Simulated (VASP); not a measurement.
# Ge (I4_1/amd) in VASP: further runs

The runs below take Ge through single point, with r2SCAN.

All numbers are computed with VASP 6.6.1; they aren't measurements. Logs are shortened: lines on timing, memory, paths and dates and some standing lists are left out, and cuts for length are marked.

## 1. The cell of the first run

The structure is tetragonal, space group I4_1/amd (No. 141). Conventional cell: a = 4.100 Å, b = 4.100 Å, c = 5.940 Å, α = 90.00°, β = 90.00°, γ = 90.00°. Within 3.3 Å of Ge (site symmetry -4m2) lie 4 Ge at 2.53 Å.

## 2. Single point, r2SCAN (strain +0.025 along x and y, +0.050 along z)

POSCAR

```
Ge
1.0
    0.0000000000      2.8994892500      2.9702085000
    2.8994892500      0.0000000000      2.9702085000
    2.8994892500      2.8994892500      0.0000000000
Ge
2
Direct
    0.5000000000      0.5000000000      0.5000000000
    0.7500000000      0.7500000000      0.7500000000
```

INCAR.step1

```
PREC     = Accurate       # precision mode
ENCUT    = 520            # plane-wave cutoff, eV
ISMEAR   = 0              # smearing method
SIGMA    = 0.05           # smearing width, eV
LREAL    = False          # projectors in reciprocal space
LASPH    = True           # aspherical terms in the spheres
NELM     = 100            # most SCF steps
NBANDS   = 21             # bands
GGA      = PE             # functional
ALGO     = Normal         # electronic algorithm
EDIFF    = 1E-4           # SCF threshold, eV
LWAVE    = True           # write WAVECAR
LCHARG   = False          # write CHGCAR
```

INCAR.step2

```
PREC     = Accurate       # precision mode
ENCUT    = 520            # plane-wave cutoff, eV
EDIFF    = 1E-7           # SCF threshold, eV
ISMEAR   = 0              # smearing method
SIGMA    = 0.05           # smearing width, eV
LREAL    = False          # projectors in reciprocal space
LASPH    = True           # aspherical terms in the spheres
NELM     = 100            # most SCF steps
ALGO     = Normal         # electronic algorithm
ISIF     = 2              # what is computed and relaxed
LWAVE    = False          # write WAVECAR
LCHARG   = False          # write CHGCAR
METAGGA  = R2SCAN         # meta-GGA
LMIXTAU  = True         
NBANDS   = 21             # bands
ISTART   = 1
```

KPOINTS

```
Automatic mesh
0
Gamma
  10 10 10
```

Potentials or basis: VASP PAW PBE potentials, release 64 (Ge_d).

On the command line:

```sh
cat potpaw_PBE.64/Ge_d/POTCAR > POTCAR
cp INCAR.step1 INCAR
mpirun -np 1 vasp_std > vasp.out
cp INCAR.step2 INCAR
mpirun -np 1 vasp_std > vasp.out
```

OUTCAR:

```text
PREC = Accurate
   ENCUT = 520
   EDIFF = 1E-7
   ISMEAR = 0
   LREAL = False
   LASPH = True
   NELM = 100
   ISIF = 2
   METAGGA = R2SCAN
   ISTART = 1

 ion  position               nearest neighbor table
   1  0.500  0.500  0.500-   2 2.53   2 2.53   2 2.53   2 2.53
   2  0.750  0.750  0.750-   1 2.53   1 2.53   1 2.53   1 2.53

  LATTYP: Found a body centered tetragonal cell.
 ALAT       =     4.1004970213
 C/A-ratio  =     1.4487065761

  Lattice vectors:

 A1 = (  -2.8994892500,   0.0000000000,   2.9702085000)
 A2 = (   2.8994892500,   0.0000000000,   2.9702085000)
 A3 = (   0.0000000000,   2.8994892500,  -2.9702085000)

Analysis of symmetry for initial positions (statically):
=====================================================================
 Subroutine PRICEL returns:
 Original cell was already a primitive cell.

 Routine SETGRP: Setting up the symmetry group for a
 body centered tetragonal supercell.

 Subroutine GETGRP returns: Found 16 space group operations
 (whereof  8 operations were pure point group operations)
 out of a pool of 16 trial point group operations.

The static configuration has the point symmetry D_2d.
 The point group associated with its full space group is D_4h.

Analysis of symmetry for dynamics (positions and initial velocities):
=====================================================================
 Subroutine PRICEL returns:
 Original cell was already a primitive cell.

 Routine SETGRP: Setting up the symmetry group for a
 body centered tetragonal supercell.

 Subroutine GETGRP returns: Found 16 space group operations
 (whereof  8 operations were pure point group operations)
 out of a pool of 16 trial point group operations.

The dynamic configuration has the point symmetry D_2d.
 The point group associated with its full space group is D_4h.

 Subroutine INISYM returns: Found 16 space group operations
 (whereof  8 operations are pure point group operations),
 and found     1 'primitive' translations

----------------------------------------------------------------------------------------

                                     Primitive cell

  volume of cell :      49.9413

  direct lattice vectors                    reciprocal lattice vectors
     0.000000000  2.899489250  2.970208500    -0.172444164  0.172444164  0.168338351
     2.899489250  0.000000000  2.970208500     0.172444164 -0.172444164  0.168338351
     2.899489250  2.899489250  0.000000000     0.172444164  0.172444164 -0.168338351

  length of vectors
[... 79 lines left out ...]
   LASPH  =      T    aspherical Exc in radial PAW
   ENCUT  =  520.0 eV  38.22 Ry    6.18 a.u.   7.72  7.72  7.62*2*pi/ulx,y,z
   NELM   =    100;   NELMIN=  2; NELMDL=  0     # of ELM steps
   EDIFF  = 0.1E-06   stopping-criterion for ELM
   LREAL  =      F    real-space projection
   EDIFFG = 0.1E-05   stopping-criterion for IOM
   NSW    =      0    number of steps for IOM
   IBRION =     -1    ionic relax: 0-MD 1-quasi-New 2-CG
   NFREE  =      0    steps in history (QN), initial steepest desc. (CG)
   ISIF   =      2    stress and relaxation
   ISYM   =      2    0-nonsym 1-usesym 2-fastsym
   POTIM  = 0.5000    time-step for ionic-motion
   TEBEG  =    0.0;   TEEND  =   0.0 temperature during run
   PSTRESS=    0.0 pullay stress
   NELECT =      28.0000    total number of electrons
   NUPDOWN=      -1.0000    fix difference up-down
   EMIN   =  10.00;   EMAX   =-10.00  energy-range for DOS
   EFERMI =   0.00;   METHOD = LEGACY
   ISMEAR =     0;   SIGMA  =   0.05  broadening in eV -4-tet -1-fermi 0-gaus
   EFERMI_NEDOS =   21; number of points for ismear=-14 and -15
   IALGO  =     38    algorithm
   IMIX   =      4    mixing-type and parameters
     AMIX     =   0.40;   BMIX     =  1.00
     AMIX_MAG =   1.60;   BMIX_MAG =  1.00
  volume/ion in A,a.u.               =      24.97       168.51
  Fermi-wavevector in a.u.,A,eV,Ry     =   1.349918  2.550976 24.793622  1.822280
  Thomas-Fermi vector in A             =   2.477466
   LORBIT       =      0    0 simple, 1 ext, 2 COOP (PROOUT), +10 PAW based schemes
   METAGGA = R2SCAN    functional components
   LHFCALC =     F    Hartree Fock is set to
   AEXX    =    0.0000 exact exchange contribution
   IVDW    =     0    specifies the selected vdW correction
   LEPSILON=     F    determine dielectric tensor
   LRPA    =     F    only Hartree local field effects (RPA)
 non-spin polarized calculation
 Gauss-broadening in eV      SIGMA  =   0.05
  energy-cutoff  :      520.00
  volume of cell :       49.94
 maximum number of plane-waves:      1379
   NGX = 15   NGY = 15   NGZ = 15

 number of electron      27.9999995 magnetization

 Free energy of the ion-electron system (eV)
  ---------------------------------------------------
  ext. energy  EPLUGINS =         0.00000000
  ---------------------------------------------------
  free energy    TOTEN  =       -27.66719144 eV

  energy without entropy =      -27.66711745  energy(sigma->0) =      -27.66715444

 E-fermi :   3.9448     XC(G=0): -10.3173

 val. band max:        3.7605543577   @ k =   0.0000   0.0000   0.0000
 cond. band min:       3.9496086762   @ k =   0.0000   0.0000   0.0000
 fundamental gap:      0.1890543185
 Fermi energy:         3.9447552712

 k-point     1 :       0.0000    0.0000    0.0000
  band No.  band energies     occupation
      1     -21.4935      2.00000
      2     -21.4935      2.00000
      3     -21.4894      2.00000
      4     -21.4602      2.00000
      5     -21.4596      2.00000
      6     -21.2972      2.00000
[... 565 lines left out ...]
     20      15.3793      0.00000
     21      15.8954      0.00000

 [... further k-points ...]

------------------------ aborting loop because EDIFF is reached ----------------------------------------

  FORCE on cell =-STRESS in cart. coord.  units (eV):
  Direction    XX          YY          ZZ          XY          YZ          ZX
  --------------------------------------------------------------------------------------
  -------------------------------------------------------------------------------------
  Total       -1.3866722     -1.3866722     -1.9638739      0.0000000     -0.0000000      0.0000000
  in kB      -44.4861107    -44.4861107    -63.0034357      0.0000000     -0.0000000      0.0000000
  external PRESSURE =     -50.6585523 kB  Pullay stress =       0.0000000 kB

 VOLUME and BASIS-vectors are now :
 -----------------------------------------------------------------------------
  energy-cutoff  :      520.00
  volume of cell :       49.94
      direct lattice vectors                 reciprocal lattice vectors
     0.000000000  2.899489250  2.970208500    -0.172444164  0.172444164  0.168338351
     2.899489250  0.000000000  2.970208500     0.172444164 -0.172444164  0.168338351
     2.899489250  2.899489250  0.000000000     0.172444164  0.172444164 -0.168338351

 POSITION                                       TOTAL-FORCE (eV/Angst)
 -----------------------------------------------------------------------------------
      2.89949      2.89949      2.97021         0.000000      0.000000     -0.000000
      4.34923      4.34923      4.45531        -0.000000     -0.000000      0.000000
 -----------------------------------------------------------------------------------
    total drift:                               -0.000000     -0.000000      0.000000

  FREE ENERGIE OF THE ION-ELECTRON SYSTEM (eV)
  ---------------------------------------------------
  free  energy   TOTEN  =       -27.6671914360 eV

  energy  without entropy=      -27.6671174504  energy(sigma->0) =      -27.66715444
```

OUTCAR.step1:

```text
PREC = Accurate
   ENCUT = 520
   ISMEAR = 0
   LREAL = False
   LASPH = True
[... 800 lines left out ...]
      2.89949      2.89949      2.97021        -0.000000     -0.000000     -0.000000
      4.34923      4.34923      4.45531         0.000000      0.000000      0.000000
 -----------------------------------------------------------------------------------
    total drift:                               -0.000000     -0.000000      0.000000

  FREE ENERGIE OF THE ION-ELECTRON SYSTEM (eV)
  ---------------------------------------------------
  free  energy   TOTEN  =        -9.0136147983 eV

  energy  without entropy=       -9.0132952525  energy(sigma->0) =       -9.01345503
```

OSZICAR.step1:

```text
N       E                     dE             d eps       ncg     rms          rms(c)
DAV:   1     0.194623924433E+03    0.19462E+03   -0.14853E+04  4793   0.351E+03
DAV:   2     0.199636070813E+02   -0.17466E+03   -0.16941E+03  4304   0.615E+02
DAV:   3    -0.806136867178E+01   -0.28025E+02   -0.27852E+02  4979   0.146E+02
DAV:   4    -0.905603443135E+01   -0.99467E+00   -0.99422E+00  4814   0.320E+01
DAV:   5    -0.907320513577E+01   -0.17171E-01   -0.17170E-01  4924   0.474E+00    0.280E+00
DAV:   6    -0.903344380117E+01    0.39761E-01   -0.18451E-02  5364   0.154E+00    0.166E+00
DAV:   7    -0.901185811961E+01    0.21586E-01   -0.36609E-02  4690   0.190E+00    0.139E-01
DAV:   8    -0.901333102690E+01   -0.14729E-02   -0.50245E-03  4814   0.929E-01    0.432E-02
DAV:   9    -0.901358442105E+01   -0.25339E-03   -0.27276E-04  3953   0.182E-01    0.132E-02
DAV:  10    -0.901361479835E+01   -0.30377E-04   -0.47171E-05  3860   0.580E-02
   1 F= -.90136148E+01 E0= -.90134550E+01  d E =-.319546E-03
```

Run time: 3.8 min. Hardware: 1 thread of AMD EPYC 9R45 (Zen 5), shared host; peak memory 0.2 GiB.

Results:

| Quantity | Value |
| --- | --- |
| Free energy | -27.6672 eV |
| Pressure | -5.1 GPa |
| Band gap on the k mesh | zero (filled and empty bands touch) |

Caveat: the cell differs from its parent crystal (strain +0.025 along x and y, +0.050 along z); the cell stands under tension; semilocal functionals underestimate gaps, and a narrow one can read as zero; the PAW data sets were made with another functional, which shifts forces and pressure a little.

## 3. Single point, r2SCAN (strain +0.050 along x and y, +0.025 along z)

POSCAR

```
Ge
1.0
    0.0000000000      2.9702085000      2.8994892500
    2.9702085000      0.0000000000      2.8994892500
    2.9702085000      2.9702085000      0.0000000000
Ge
2
Direct
    0.5000000000      0.5000000000      0.5000000000
    0.7500000000      0.7500000000      0.7500000000
```

INCAR.step1

```
PREC = Accurate ; ENCUT = 520
ISMEAR = 0 ; SIGMA = 0.05
LREAL = F ; LASPH = T
NELM = 60 ; NBANDS = 21
GGA = PE ; ALGO = Normal
EDIFF = 1E-4 ; LWAVE = T
LCHARG = F
```

INCAR.step2

```
PREC = Accurate ; ENCUT = 520
EDIFF = 1E-6 ; ISMEAR = 0
SIGMA = 0.05 ; LREAL = F
LASPH = T ; NELM = 60
ALGO = Normal ; ISIF = 2
LWAVE = F ; LCHARG = F
METAGGA = R2SCAN ; LMIXTAU = T
NBANDS = 21 ; ISTART = 1
```

KPOINTS

```
regular mesh
0
Gamma
  10 10 10
```

Potentials or basis: VASP PAW PBE potentials, release 64 (Ge_d).

On the command line:

```sh
cat potpaw_PBE.64/Ge_d/POTCAR > POTCAR
cp INCAR.step1 INCAR
mpirun -np 1 vasp_std > vasp.out
cp INCAR.step2 INCAR
mpirun -np 1 vasp_std > vasp.out
```

Run time: 2.9 min. Hardware: 1 thread of AMD EPYC 9R45 (Zen 5), shared host; peak memory 0.2 GiB.

It converged, with:

```
Free energy            : -27.6253 eV
Pressure               : -6.1 GPa
Band gap on the k mesh : 0.12 eV (least direct gap 0.18 eV)
```

Stress tensor (GPa, compression positive):
```
-6.63  0.00  0.00
 0.00 -6.63  0.00
 0.00  0.00 -5.00
```

Levels at points of the mesh, in eV from the valence-band top:
| k point | band 12 | band 13 | band 14 | band 15 | band 16 | band 17 |
| --- | --- | --- | --- | --- | --- | --- |
| (0.00, 0.00, 0.00) | -0.67 | 0.00 | 0.00 | 0.18 | 2.63 | 2.76 |
| (0.50, 0.00, 0.00) | -7.29 | -1.34 | -1.14 | 0.12 | 3.92 | 4.04 |
| (0.50, 0.50, 0.00) | -8.65 | -2.85 | -2.85 | 1.03 | 1.03 | 9.16 |
| (0.50, 0.00, 0.50) | -8.75 | -2.70 | -2.70 | 1.21 | 1.21 | 9.10 |

Caveat: the cell differs from its parent crystal (strain +0.050 along x and y, +0.025 along z); the cell stands under tension; the PAW data sets were made with another functional, which shifts forces and pressure a little. A k mesh can miss the band edges.

The gap in the log of VASP goes by the Fermi energy; the results here count the filled bands.